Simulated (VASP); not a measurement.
Set up this calculation in VASP 6.6.1, as the native input.

```
Task                               : single point
Functional                         : HSE06
Potentials or basis                : VASP PAW PBE potentials, release 64 (Si, C)
Cutoff                             : 520 eV
k mesh                             : 6 × 6 × 2
Occupations                        : gaussian, width 0.01 eV
Spin                               : no spin polarisation
Dipole correction                  : no
Grid for exact exchange (PRECFOCK) : Fast
Further INCAR settings             : ALGO = Normal; EDIFF = 1e-06; NBANDS = 26
Share of exact exchange            : 0.25
Screening parameter                : 0.2079 1/Å
```

The system is SiC.

```
CELL_PARAMETERS angstrom
3.01600 0.00000 0.00000
-1.50800 2.61194 0.00000
0.00000 0.00000 10.11474
ATOMIC_POSITIONS crystal
Si 0.00000 0.00000 0.00050
Si 0.33333 0.66667 0.25051
Si 0.00000 0.00000 0.50050
Si 0.66667 0.33333 0.75051
C 0.00000 0.00000 0.18671
C 0.33333 0.66667 0.43727
C 0.00000 0.00000 0.68671
C 0.66667 0.33333 0.93727
```

This cell differs from its parent crystal: epitaxial xy strain -2.0%.

The input as run:

POSCAR

```
SiC
1.0
    3.0160039324      0.0000000000      0.0000000000
   -1.5080019662      2.6119360233      0.0000000000
    0.0000000000      0.0000000000     10.1147403814
Si C
4 4
Direct
    0.0000000000      0.0000000000      0.0004988879
    0.3333333333      0.6666666667      0.2505128233
    0.0000000000      0.0000000000      0.5004988879
    0.6666666667      0.3333333333      0.7505128233
    0.0000000000      0.0000000000      0.1867146946
    0.3333333333      0.6666666667      0.4372735942
    0.0000000000      0.0000000000      0.6867146946
    0.6666666667      0.3333333333      0.9372735942
```

INCAR.step1

```
PREC = Accurate
ENCUT = 520
EDIFF = 1E-5
ISMEAR = 0
SIGMA = 0.01
LREAL = False
LASPH = True
NELM = 80
ALGO = Normal
ISIF = 2
LWAVE = True
LCHARG = False
NBANDS = 26
GGA = PE
```

INCAR.step2

```
PREC = Accurate
ENCUT = 520
EDIFF = 1E-6
ISMEAR = 0
SIGMA = 0.01
LREAL = False
LASPH = True
NELM = 80
ALGO = Normal
ISIF = 2
LWAVE = False
LCHARG = False
GGA = PE
LHFCALC = True
HFSCREEN = 0.2079
PRECFOCK = Fast
NBANDS = 26
ISTART = 1
```

KPOINTS

```
Automatic mesh
0
Gamma
  6 6 2
```

Potentials or basis: VASP PAW PBE potentials, release 64 (Si, C).

Command:

```bash
$ cat potpaw_PBE.64/Si/POTCAR potpaw_PBE.64/C/POTCAR > POTCAR
$ cp INCAR.step1 INCAR
$ mpirun -np 1 vasp_std > vasp.out
$ cp INCAR.step2 INCAR
$ mpirun -np 1 vasp_std > vasp.out
```

It gave:

```
Pressure               : 7.5 GPa
Largest force          : 0.005 eV/Å
Band gap on the k mesh : 2.99 eV (least direct gap 4.31 eV)
```

Caveat: the cell differs from its parent crystal (epitaxial xy strain -2.0%); the cell stands under pressure; the PAW data sets were made with another functional, which shifts forces and pressure a little.

Wall time 51 min on 1 thread of Oxide Virtual Turin-like Processor, with other jobs on the host, peak memory 0.29 GiB.
